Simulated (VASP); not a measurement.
Runs of VASP 6.6.1 on Si. The structure is that of space group P6_3/mmc (No. 194), or close to it. The cells are those of the table. 

```tsv
cell	gap on the mesh (eV)	pressure (GPa)	largest force (eV/Å)
a = 3.678, b = 3.678, c = 6.079 Å, angles 90.0, 90.0, 120.0°, 4 atoms	0.03	(c)	(a)
a = 3.678, b = 3.678, c = 6.333 Å, angles 90.0, 90.0, 120.0°, 4 atoms	0.30	6.8	0.55
a = 3.525, b = 3.525, c = 6.839 Å, angles 90.0, 90.0, 120.0°, 4 atoms	none	10.8	1.59
a = 3.678, b = 3.678, c = 6.839 Å, angles 90.0, 90.0, 120.0°, 4 atoms	0.21	0.0	0.78
a = 3.525, b = 3.525, c = 6.079 Å, angles 90.0, 90.0, 120.0°, 4 atoms	none	(d)	0.99
a = 3.678, b = 3.678, c = 6.586 Å, angles 90.0, 90.0, 120.0°, 4 atoms	0.37	2.9	0.77
a = 3.525, b = 3.525, c = 6.586 Å, angles 90.0, 90.0, 120.0°, 4 atoms	(b)	14.9	1.61
a = 3.831, b = 3.831, c = 5.826 Å, angles 90.0, 90.0, 120.0°, 4 atoms	none	8.0	1.46
```

Alike in all rows: task single point; level LDA; potentials or basis VASP PAW LDA potentials, release 64 (Si); no spin polarisation; k mesh 12 × 12 × 6; cutoff (eV) 520; smearing gaussian 0.03 eV.

Q: Estimate the missing entries.

A: (a) 0.04; (b) 0.07; (c) 12.0; (d) 26.6.

Caveats: forces of over 1 eV/Å act on the atoms, so gaps and moduli don't describe the material at rest (some runs).

A k mesh can miss the band edges.

A gap of «none» marks levels without a gap at the run's occupations.
